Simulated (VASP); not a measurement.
# Al2Cu: single point with PBE

Al2Cu:

```
Al Cu
1.0
    -3.02619    3.02619    2.44162
     3.02619   -3.02619    2.44162
     3.02619    3.02619   -2.44162
Al Cu
4 2
Cartesian
  3.9868 0.9606 0.0000
  2.0655 0.9606 2.4416
  -0.9606 2.0655 2.4416
  0.9606 2.0655 0.0000
  0.0000 0.0000 3.6624
  0.0000 0.0000 1.2208
```

```json
{
  "Program": "VASP 6.6.1",
  "Task": "single point",
  "Functional": "PBE",
  "Potentials or basis": "VASP PAW PBE potentials, release 64 (Al, Cu)",
  "Cutoff": "520 eV",
  "k mesh": "10 × 10 × 10",
  "Occupations": "gaussian, width 0.1 eV",
  "Spin": "no spin polarisation"
}
```

```json
{"Pressure": "0.2 GPa", "Band gap on the k mesh": "zero (bands 17 and 18 overlap by 4.32 eV)"}
```

Forces on the atoms (eV/Å):
```
Al  -0.002 -0.002  0.000
Al   0.002 -0.002  0.000
Al   0.002  0.002  0.000
Al  -0.002  0.002  0.000
Cu   0.000  0.000  0.000
Cu   0.000  0.000  0.000
```

Levels at points of the mesh, in eV from the Fermi level:
```csv
k point,band 15,band 16,band 17,band 18,band 19,band 20
"(0.00, 0.00, 0.00)",-1.33,-1.17,-1.17,-0.81,-0.36,0.09
"(0.50, 0.00, 0.00)",-2.57,-2.57,0.25,0.25,4.06,4.06
"(0.50, 0.50, 0.00)",-1.40,-1.26,-0.97,-0.67,0.81,1.28
"(0.50, 0.50, 0.50)",-3.19,-1.81,2.57,2.98,2.98,3.34
```

Run time: 13 min on 1 thread of Intel Xeon 8259CL (shared host), peak memory 0.34 GiB.
